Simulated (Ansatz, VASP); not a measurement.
## Two plane-wave programs on GaSe

Contents of INCAR:

```
ALGO = Normal
EDIFF = 1E-7
EDIFFG = -0.005
ENCUT = 500
GGA = PE
GGA_COMPAT = F
IBRION = 2
ISIF = 3
ISMEAR = 0
IVDW = 12
LASPH = T
LCHARG = F
LREAL = F
LWAVE = F
NELM = 120
NELMIN = 4
NSW = 100
PREC = Accurate
SIGMA = 0.02
```

The input KPOINTS:

```
k-points
0
Gamma
  9 9 2
```

The input POSCAR:

```
GaSe
1.0
    3.7726577365      0.0000000000      0.0000000000
   -1.8863288683      3.2672174396      0.0000000000
    0.0000000000      0.0000000000     15.9353557803
Ga Se
4 4
Direct
    0.3333333333      0.6666666667      0.1733701505
    0.6666666667      0.3333333333      0.6733701505
    0.3333333333      0.6666666667      0.3266298495
    0.6666666667      0.3333333333      0.8266298495
    0.3333333333      0.6666666667      0.5995879942
    0.6666666667      0.3333333333      0.0995879942
    0.3333333333      0.6666666667      0.9004120058
    0.6666666667      0.3333333333      0.4004120058
```

Input for Ansatz:

```yaml
crystal:
  lattice:
    - [3.7726577405, 0.0, 0.0]
    - [-1.8863288702, 3.267217443, 0.0]
    - [0.0, 0.0, 15.9353559268]
  atoms:
    - { symbol: Ga, position: [0.3333333333, 0.6666666667, 0.1733701513] }
    - { symbol: Ga, position: [0.6666666667, 0.3333333333, 0.6733701513] }
    - { symbol: Ga, position: [0.3333333333, 0.6666666667, 0.3266298487] }
    - { symbol: Ga, position: [0.6666666667, 0.3333333333, 0.8266298487] }
    - { symbol: Se, position: [0.3333333333, 0.6666666667, 0.5995879961] }
    - { symbol: Se, position: [0.6666666667, 0.3333333333, 0.0995879961] }
    - { symbol: Se, position: [0.3333333333, 0.6666666667, 0.9004120039] }
    - { symbol: Se, position: [0.6666666667, 0.3333333333, 0.4004120039] }
basis:
  ecutwfc: 420
kpoints:
  mp_grid: { grid: [9, 9, 2] }
hamiltonian:
  xc: pbe
  dispersion: d3bj
scf:
  occupations: { method: gaussian, width: 0.02 }
output:
  forces: true
  stress: true
  eigenvalues: true
relax:
  adjacent_minimum: "off"
  f_tol: 0.005
  max_steps: 80
  cell: { stress_tol: 0.05 }
```

Alike in both runs: task relaxation of cell and atoms; functional PBE; dispersion D3(BJ); k mesh 9 × 9 × 2; occupations gaussian, width 0.02 eV; no spin polarisation.

|  | VASP | Ansatz |
| --- | --- | --- |
| version | VASP 6.6.1 | Ansatz 0.2.0 |
| potentials or method | VASP PAW PBE potentials, release 64 (Ga_d, Se), cutoff 500 eV | scalar-relativistic, plane waves, PAW |
| valence electrons in the cell | 76 | 116 |

|  | VASP | Ansatz | Ansatz less VASP |
| --- | --- | --- | --- |
| gap on the k mesh at the Fermi level, each at its own relaxed structure (eV) | 0.84 | 0.87 | +0.024 |
| relaxed volume (Å³/atom) | 24.58 | 24.56 | -0.025 |
| relaxed length of the cell vector where the two differ most in proportion (Å) | 3.772 | 3.769 | -0.0021 |

VASP's potentials hold 76 valence electrons a cell and Ansatz's 116, so a difference there can come from the potentials and not from the codes.
